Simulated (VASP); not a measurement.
Write the native input for VASP 6.6.1 that does the following.

```yaml
Task: relaxation of cell and atoms
Functional: LDA
Potentials_or_basis: VASP PAW LDA potentials, release 64 (B, Bi_d)
Cutoff: 600 eV
k_mesh: 8 × 8 × 8
Occupations: fermi-dirac, width 0.02 eV
Spin: no spin polarisation
Dipole_correction: no
Further_INCAR_settings: ALGO = Normal; EDIFF = 1e-06; IBRION = 2; EDIFFG = -0.005; NSW = 80; ISIF = 3
```

The structure of BiB lies in POSCAR:

```
BiB
1.0
    0.0000000000      2.7600269748      2.7600269748
    2.7600269748      0.0000000000      2.7600269748
    2.7600269748      2.7600269748      0.0000000000
B Bi
1 1
Direct
    0.0000000000      0.0000000000      0.0000000000
    0.2500000000      0.2500000000      0.2500000000
```

The input as run:

INCAR

```
SYSTEM = BiB
ALGO = Normal
EDIFF = 1E-6
EDIFFG = -0.005
ENCUT = 600
IBRION = 2
ISIF = 3
ISMEAR = -1
LASPH = .TRUE.
LCHARG = .FALSE.
LREAL = .FALSE.
LWAVE = .FALSE.
NELM = 60
NSW = 80
PREC = Accurate
SIGMA = 0.02
```

KPOINTS

```
k-points
0
G
  8 8 8
  0 0 0
```

Potentials or basis: VASP PAW LDA potentials, release 64 (B, Bi_d).

Command:

```console
$ cat potpaw_LDA.64/B/POTCAR potpaw_LDA.64/Bi_d/POTCAR > POTCAR
$ mpirun -np 1 vasp_std > vasp.out
```

It gave:

The relaxed volume is 19.82 Å³/atom. The relaxed cell is a = 3.827 Å, b = 3.827 Å, c = 3.827 Å, α = 60.00°, β = 60.00°, γ = 60.00°, the space group after relaxing (to 0.1 Å) is F-43m (No. 216) and the energy gained by relaxing is 18.0 meV/atom. The ionic steps are 3, the pressure after relaxing is 0.0 GPa and the band gap on the k mesh is 0.60 eV (least direct gap 0.69 eV).

Caveat: spin-orbit coupling is left out, which moves the levels of the heavy elements.

Run time: 46 s on 1 thread of Intel Xeon 8259CL, with other jobs on the host, peak memory 0.18 GiB.
